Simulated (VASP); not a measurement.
# GaP (F-43m) in VASP: settings compared

Aim: see how the results for GaP move with the level of theory and the settings. Levels: PBE-based screened hybrid with 50 % exact exchange, HSE06. Tasks: single point.

All numbers are computed with VASP 6.6.1; they aren't measurements. Logs are shortened: lines on timing, memory, paths and dates and some standing lists are left out, and cuts for length are marked.

**1. The cell of the first run**

Symmetry: F-43m, No. 216, cubic system. Conventional cell: a = 5.451 Å, b = 5.451 Å, c = 5.451 Å, α = 90.00°, β = 90.00°, γ = 90.00°. Ga (site symmetry -43m) has 4 P at 2.36 Å within 3.1 Å. Within 3.1 Å of P (site symmetry -43m) lie 4 Ga at 2.36 Å.

**2. Single point, PBE-based screened hybrid with 50 % exact exchange**

Input file POSCAR:

```
GaP
1.0
    0.0000000000      2.7254101930      2.7254101930
    2.7254101930      0.0000000000      2.7254101930
    2.7254101930      2.7254101930      0.0000000000
Ga P
1 1
Direct
    0.0000000000      0.0000000000      0.0000000000
    0.2500000000      0.2500000000      0.2500000000
```

Input file INCAR.step1:

```
SYSTEM = GaP
PREC = Accurate
ENCUT = 520
EDIFF = 1E-5
ISMEAR = 0
SIGMA = 0.01
LREAL = .False.
LASPH = .True.
NELM = 100
ALGO = Normal
ISIF = 2
LWAVE = .True.
GGA = PE
NBANDS = 16
```

Input file INCAR.step2:

```
SYSTEM = GaP
PREC = Accurate
ENCUT = 520
EDIFF = 1E-6
ISMEAR = 0
SIGMA = 0.01
LREAL = .False.
LASPH = .True.
NELM = 100
ALGO = Normal
ISIF = 2
LWAVE = .False.
LCHARG = .True.
GGA = PE
LHFCALC = .True.
AEXX = 0.5
HFSCREEN = 0.2078
PRECFOCK = Normal
LELF = .True.
LVHAR = .True.
ISTART = 1
NBANDS = 16
```

Input file KPOINTS:

```
regular mesh
0
Gamma
  4 4 4
  0 0 0
```

Potentials or basis: VASP PAW PBE potentials, release 64 (Ga_d, P).

On the command line:

```bash
cat potpaw_PBE.64/Ga_d/POTCAR potpaw_PBE.64/P/POTCAR > POTCAR
cp INCAR.step1 INCAR
mpirun -np 1 vasp_std > vasp.out
cp INCAR.step2 INCAR
mpirun -np 1 vasp_std > vasp.out
```

OUTCAR:

```text
SYSTEM = GaP
   PREC = Accurate
   ENCUT = 520
   EDIFF = 1E-6
   ISMEAR = 0
   LREAL = .False.
   LASPH = .True.
   NELM = 100
   ISIF = 2
   GGA = PE
   LHFCALC = .True.
   AEXX = 0.5
   HFSCREEN = 0.2078
   PRECFOCK = Normal
   ISTART = 1

 ion  position               nearest neighbor table
   1  0.000  0.000  0.000-   2 2.36   2 2.36   2 2.36   2 2.36
   2  0.250  0.250  0.250-   1 2.36   1 2.36   1 2.36   1 2.36

  LATTYP: Found a face centered cubic cell.
 ALAT       =     5.4508203860

  Lattice vectors:

 A1 = (   0.0000000000,   2.7254101930,   2.7254101930)
 A2 = (   2.7254101930,   0.0000000000,   2.7254101930)
 A3 = (   2.7254101930,   2.7254101930,   0.0000000000)

Analysis of symmetry for initial positions (statically):
=====================================================================
 Subroutine PRICEL returns:
 Original cell was already a primitive cell.

 Routine SETGRP: Setting up the symmetry group for a
 face centered cubic supercell.

 Subroutine GETGRP returns: Found 24 space group operations
 (whereof 24 operations were pure point group operations)
 out of a pool of 48 trial point group operations.

The static configuration has the point symmetry T_d .

Analysis of symmetry for dynamics (positions and initial velocities):
=====================================================================
 Subroutine PRICEL returns:
 Original cell was already a primitive cell.

 Routine SETGRP: Setting up the symmetry group for a
 face centered cubic supercell.

 Subroutine GETGRP returns: Found 24 space group operations
 (whereof 24 operations were pure point group operations)
 out of a pool of 48 trial point group operations.

The dynamic configuration has the point symmetry T_d .

 Subroutine INISYM returns: Found 24 space group operations
 (whereof 24 operations are pure point group operations),
 and found     1 'primitive' translations

----------------------------------------------------------------------------------------

                                     Primitive cell

  volume of cell :      40.4879

  direct lattice vectors                    reciprocal lattice vectors
     0.000000000  2.725410193  2.725410193    -0.183458623  0.183458623  0.183458623
     2.725410193  0.000000000  2.725410193     0.183458623 -0.183458623  0.183458623
     2.725410193  2.725410193  0.000000000     0.183458623  0.183458623 -0.183458623

  length of vectors
     3.854312058  3.854312058  3.854312058     0.317759655  0.317759655  0.317759655

  position of ions in fractional coordinates (direct lattice)
     0.000000000  0.000000000  0.000000000
     0.250000000  0.250000000  0.250000000

  ion indices of the primitive-cell ions
   primitive index   ion index
                 1           1
                 2           2

----------------------------------------------------------------------------------------

 KPOINTS: regular mesh

Automatic generation of k-mesh.
 Grid dimensions read from file:
 generate k-points for:    4    4    4

 Generating k-lattice:

  Cartesian coordinates                     Fractional coordinates (reciprocal lattice)
    -0.045864656  0.045864656  0.045864656     0.250000000  0.000000000  0.000000000
     0.045864656 -0.045864656  0.045864656     0.000000000  0.250000000  0.000000000
     0.045864656  0.045864656 -0.045864656     0.000000000  0.000000000  0.250000000

  Length of vectors
     0.079439914  0.079439914  0.079439914

  Shift w.r.t. Gamma in fractional coordinates (k-lattice)
     0.000000000  0.000000000  0.000000000

 Subroutine IBZKPT returns following result:
 ===========================================

 Found      8 irreducible k-points:

 Following reciprocal coordinates:
            Coordinates               Weight
  0.000000  0.000000  0.000000      1.000000
  0.250000  0.000000  0.000000      8.000000
  0.500000  0.000000  0.000000      4.000000
  0.250000  0.250000  0.000000      6.000000
  0.500000  0.250000  0.000000     24.000000
 -0.250000  0.250000  0.000000     12.000000
  0.500000  0.500000  0.000000      3.000000
 -0.250000  0.500000  0.250000      6.000000
   k-points           NKPTS =      8   k-points in BZ     NKDIM =     64   number of bands    NBANDS=     16
   number of dos      NEDOS =    301   number of ions     NIONS =      2
   total plane-waves  NPLWV =  27000
   dimension x,y,z NGX =    30 NGY =   30 NGZ =   30
   dimension x,y,z NGXF=    60 NGYF=   60 NGZF=   60
   ions per type =               1   1
   NGX,Y,Z   is equivalent  to a cutoff of  12.94, 12.94, 12.94 a.u.
   NGXF,Y,Z  is equivalent  to a cutoff of  25.88, 25.88, 25.88 a.u.
 SYSTEM =  GaP
   PREC   = accura    normal or accurate (medium, high low for compatibility)
   ISTART =      1    job   : 0-new  1-cont  2-samecut
   ICHARG =      0    charge: 1-file 2-atom 10-const
   ISPIN  =      1    spin polarized calculation?
   LNONCOLLINEAR =      F non collinear calculations
   LSORBIT =      F    spin-orbit coupling
   LASPH  =      T    aspherical Exc in radial PAW
   ENCUT  =  520.0 eV  38.22 Ry    6.18 a.u.   7.17  7.17  7.17*2*pi/ulx,y,z
   NELM   =    100;   NELMIN=  2; NELMDL=  0     # of ELM steps
   EDIFF  = 0.1E-05   stopping-criterion for ELM
   LREAL  =      F    real-space projection
   EDIFFG = 0.1E-04   stopping-criterion for IOM
   NSW    =      0    number of steps for IOM
   IBRION =     -1    ionic relax: 0-MD 1-quasi-New 2-CG
   NFREE  =      0    steps in history (QN), initial steepest desc. (CG)
   ISIF   =      2    stress and relaxation
   ISYM   =      3    0-nonsym 1-usesym 2-fastsym
   POTIM  = 0.5000    time-step for ionic-motion
   TEBEG  =    0.0;   TEEND  =   0.0 temperature during run
   PSTRESS=    0.0 pullay stress
   NELECT =      18.0000    total number of electrons
   NUPDOWN=      -1.0000    fix difference up-down
   EMIN   =  10.00;   EMAX   =-10.00  energy-range for DOS
   EFERMI =   0.00;   METHOD = LEGACY
   ISMEAR =     0;   SIGMA  =   0.01  broadening in eV -4-tet -1-fermi 0-gaus
   EFERMI_NEDOS =   21; number of points for ismear=-14 and -15
   IALGO  =     38    algorithm
   IMIX   =      1    mixing-type and parameters
     AMIX     =   0.40;   BMIX     =  1.00
     AMIX_MAG =   1.60;   BMIX_MAG =  1.00
  volume/ion in A,a.u.               =      20.24       136.61
  Fermi-wavevector in a.u.,A,eV,Ry     =   1.249464  2.361145 21.240880  1.561161
  Thomas-Fermi vector in A             =   2.383503
   LORBIT       =      0    0 simple, 1 ext, 2 COOP (PROOUT), +10 PAW based schemes
   GGA     = PE    functional components
   LHFCALC =     T    Hartree Fock is set to
   PRECFOCK=normal    Normal, Fast or Accurate (Low or Medium for compatibility)
   ENCUT4O =  -1.0   cutoff for four orbital integrals eV
   NKREDX  =     1    reduce k-point grid by
   NKREDY  =     1    reduce k-point grid by
   NKREDZ  =     1    reduce k-point grid by
   AEXX    =    0.5000 exact exchange contribution
   HFSCREEN=    0.2078 screening length (either q_TF or 0.3 A-1)
   HFSCREENC=   0.2078 screening length for correlation (either q_TF or 0.3 A-1)
   ENCUTFOCK=  -1.0 apply spherical cutoff to Coloumb kernel
   IVDW    =     0    specifies the selected vdW correction
   LEPSILON=     F    determine dielectric tensor
   LRPA    =     F    only Hartree local field effects (RPA)
 non-spin polarized calculation
 Gauss-broadening in eV      SIGMA  =   0.01
  energy-cutoff  :      520.00
  volume of cell :       40.49
 maximum number of plane-waves:      1106
 NGX is ok and might be reduce to    30
  NGX = 24; NGY = 24; NGZ = 24

 number of electron      17.9999988 magnetization

 Free energy of the ion-electron system (eV)
  ---------------------------------------------------
  ext. energy  EPLUGINS =         0.00000000
  ---------------------------------------------------
  free energy    TOTEN  =       -12.50238748 eV

  energy without entropy =      -12.50238748  energy(sigma->0) =      -12.50238748

 E-fermi :   3.7616     XC(G=0):  -6.4691

 val. band max:        3.7154060877   @ k =   0.0000   0.0000   0.0000
 cond. band min:       6.7530625187   @ k =   0.5000   0.5000   0.0000
 fundamental gap:      3.0376564310
 Fermi energy:         3.7616368883

 k-point     1 :       0.0000    0.0000    0.0000
  band No.  band energies     occupation
      1     -15.8527      2.00000
      2     -15.8527      2.00000
      3     -15.8527      2.00000
      4     -15.7474      2.00000
      5     -15.7474      2.00000
      6     -11.2523      2.00000
      7       3.7154      2.00000
      8       3.7154      2.00000
      9       3.7154      2.00000
     10       7.6596      0.00000
     11       9.4682      0.00000
     12       9.4682      0.00000
     13       9.4682      0.00000
     14      14.7418      0.00000
     15      15.7929      0.00000
     16      15.7929      0.00000

 k-point     2 :       0.2500    0.0000    0.0000
  band No.  band energies     occupation
      1     -15.8735      2.00000
      2     -15.8400      2.00000
      3     -15.8400      2.00000
      4     -15.7469      2.00000
      5     -15.7469      2.00000
      6     -10.3561      2.00000
      7      -0.6705      2.00000
      8       2.9721      2.00000
      9       2.9721      2.00000
     10       7.7770      0.00000
     11      10.4192      0.00000
     12      10.4192      0.00000
     13      12.2727      0.00000
     14      14.8443      0.00000
     15      14.8443      0.00000
     16      15.7543      0.00000

 k-point     3 :       0.5000    0.0000    0.0000
  band No.  band energies     occupation
      1     -15.8941      2.00000
      2     -15.8300      2.00000
      3     -15.8300      2.00000
      4     -15.7435      2.00000
      5     -15.7435      2.00000
      6      -8.8613      2.00000
      7      -4.0211      2.00000
      8       2.4274      2.00000
      9       2.4274      2.00000
     10       7.2095      0.00000
     11      10.3100      0.00000
     12      10.3100      0.00000
     13      14.0044      0.00000
     14      17.2172      0.00000
     15      18.0829      0.00000
     16      18.0829      0.00000

 k-point     4 :       0.2500    0.2500    0.0000
  band No.  band energies     occupation
      1     -15.8928      2.00000
      2     -15.8259      2.00000
      3     -15.8259      2.00000
      4     -15.7595      2.00000
      5     -15.7391      2.00000
      6     -10.0465      2.00000
      7      -0.3714      2.00000
      8       1.7947      2.00000
      9       1.7947      2.00000
     10       7.5236      0.00000
     11       9.2966      0.00000
     12      12.7373      0.00000
     13      12.7373      0.00000
     14      13.7363      0.00000
     15      16.8929      0.00000
     16      19.0128      0.00000

 k-point     5 :       0.5000    0.2500    0.0000
  band No.  band energies     occupation
      1     -15.9065      2.00000
      2     -15.8181      2.00000
      3     -15.8130      2.00000
      4     -15.7595      2.00000
      5     -15.7383      2.00000
      6      -8.4761      2.00000
      7      -3.3686      2.00000
      8       0.0457      2.00000
      9       1.3688      2.00000
     10       7.8031      0.00000
     11      10.6719      0.00000
     12      12.4084      0.00000
     13      13.0195      0.00000
     14      17.1648      0.00000
     15      18.1838      0.00000
     16      19.8097      0.00000

 k-point     6 :      -0.2500    0.2500    0.0000
  band No.  band energies     occupation
      1     -15.8928      2.00000
      2     -15.8265      2.00000
      3     -15.8246      2.00000
      4     -15.7488      2.00000
      5     -15.7468      2.00000
      6      -9.0677      2.00000
      7      -2.5049      2.00000
      8      -0.1483      2.00000
      9       2.3476      2.00000
     10       8.7529      0.00000
     11      11.5354      0.00000
     12      11.7403      0.00000
     13      12.0075      0.00000
     14      14.0553      0.00000
     15      17.4472      0.00000
     16      19.8322      0.00000

 k-point     7 :       0.5000    0.5000    0.0000
  band No.  band energies     occupation
      1     -15.9280      2.00000
      2     -15.7981      2.00000
      3     -15.7981      2.00000
      4     -15.7744      2.00000
      5     -15.7307      2.00000
      6      -7.8112      2.00000
      7      -4.0937      2.00000
      8       0.5883      2.00000
      9       0.5883      2.00000
     10       6.7531      0.00000
     11       7.1428      0.00000
     12      17.3123      0.00000
     13      17.3123      0.00000
     14      17.7555      0.00000
     15      18.8794      0.00000
     16      19.3028      0.00000

 k-point     8 :      -0.2500    0.5000    0.2500
  band No.  band energies     occupation
      1     -15.9097      2.00000
      2     -15.8201      2.00000
      3     -15.8002      2.00000
      4     -15.7610      2.00000
      5     -15.7407      2.00000
      6      -7.7172      2.00000
      7      -3.8034      2.00000
      8      -0.4277      2.00000
      9      -0.1811      2.00000
     10      10.0934      0.00000
     11      10.8971      0.00000
     12      11.7196      0.00000
     13      11.9749      0.00000
     14      18.1855      0.00000
     15      18.4699      0.00000
     16      20.4501      0.00000

------------------------ aborting loop because EDIFF is reached ----------------------------------------

  FORCE on cell =-STRESS in cart. coord.  units (eV):
  Direction    XX          YY          ZZ          XY          YZ          ZX
  --------------------------------------------------------------------------------------
  -------------------------------------------------------------------------------------
  Total       -0.1945728     -0.1945728     -0.1945728      0.0000000      0.0000000      0.0000000
  in kB       -7.6995814     -7.6995814     -7.6995814      0.0000000      0.0000000      0.0000000
  external PRESSURE =      -7.6995814 kB  Pullay stress =       0.0000000 kB

 VOLUME and BASIS-vectors are now :
 -----------------------------------------------------------------------------
  energy-cutoff  :      520.00
  volume of cell :       40.49
      direct lattice vectors                 reciprocal lattice vectors
     0.000000000  2.725410193  2.725410193    -0.183458623  0.183458623  0.183458623
     2.725410193  0.000000000  2.725410193     0.183458623 -0.183458623  0.183458623
     2.725410193  2.725410193  0.000000000     0.183458623  0.183458623 -0.183458623

 POSITION                                       TOTAL-FORCE (eV/Angst)
 -----------------------------------------------------------------------------------
      0.00000      0.00000      0.00000         0.000000     -0.000000     -0.000000
      1.36271      1.36271      1.36271        -0.000000      0.000000      0.000000
 -----------------------------------------------------------------------------------
    total drift:                               -0.000068     -0.000099     -0.000059

  FREE ENERGIE OF THE ION-ELECTRON SYSTEM (eV)
  ---------------------------------------------------
  free  energy   TOTEN  =       -12.5023874832 eV

  energy  without entropy=      -12.5023874832  energy(sigma->0) =      -12.50238748
```

Wall time 12 min (1 thread of Intel Xeon 8259CL, shared host); peak memory 0.28 GiB.

What came out:

| Item | Value |
| --- | --- |
| Free energy | -12.5024 eV |
| Pressure | -0.8 GPa |
| Band gap on the k mesh | 3.04 eV (least direct gap 3.94 eV) |

Caveat: the k points lie up to 0.50 Å⁻¹ apart; the PAW data sets were made with another functional, which shifts forces and pressure a little. A k mesh can miss the band edges.

**3. Single point, PBE-based screened hybrid with 50 % exact exchange**

POSCAR is that of step 2.

Input file INCAR.step1:

```
SYSTEM = GaP
  PREC = Accurate
  ENCUT = 520
  EDIFF = 1E-5
  ISMEAR = 0
  SIGMA = 0.01
  LREAL = .False.
  LASPH = .True.
  NELM = 100
  ALGO = Normal
  ISIF = 2
  LWAVE = .True.
  LCHARG = .False.
  GGA = PE
  NBANDS = 16
```

Input file INCAR.step2:

```
SYSTEM = GaP
  PREC = Accurate
  ENCUT = 520
  EDIFF = 1E-6
  ISMEAR = 0
  SIGMA = 0.01
  LREAL = .False.
  LASPH = .True.
  NELM = 100
  ALGO = Normal
  ISIF = 2
  LWAVE = .False.
  LCHARG = .False.
  GGA = PE
  LHFCALC = .True.
  AEXX = 0.5
  HFSCREEN = 0.1
  PRECFOCK = Normal
  ISTART = 1
  NBANDS = 16
```

KPOINTS is that of step 2.

Potentials or basis: VASP PAW PBE potentials, release 64 (Ga_d, P).

On the command line:

```bash
cat potpaw_PBE.64/Ga_d/POTCAR potpaw_PBE.64/P/POTCAR > POTCAR
cp INCAR.step1 INCAR
mpirun -np 1 vasp_std > vasp.out
cp INCAR.step2 INCAR
mpirun -np 1 vasp_std > vasp.out
```

Run time: 12 min. Hardware: 1 thread of Intel Xeon 8259CL, shared host; peak memory 0.27 GiB.

Results (log left out):

```
Free energy            : -13.4573 eV
Pressure               : -1.4 GPa
Band gap on the k mesh : 3.71 eV (least direct gap 4.65 eV)
```

Levels at points of the mesh, in eV from the valence-band top:
```csv
k point,band 5,band 6,band 7,band 8,band 9,band 10,band 11,band 12,band 13,band 14
"(0.00, 0.00, 0.00)",-19.54,-15.07,0.00,0.00,0.00,4.65,6.46,6.46,6.46,11.73
"(0.50, 0.00, 0.00)",-19.54,-12.67,-7.84,-1.31,-1.31,4.19,7.31,7.31,10.99,14.24
"(0.50, 0.50, 0.00)",-19.53,-11.61,-7.90,-3.17,-3.17,3.71,4.11,14.37,14.37,14.79
```

Caveat: the k points lie up to 0.50 Å⁻¹ apart; the PAW data sets were made with another functional, which shifts forces and pressure a little. A k mesh can miss the band edges.

[end of part 1 of 2]
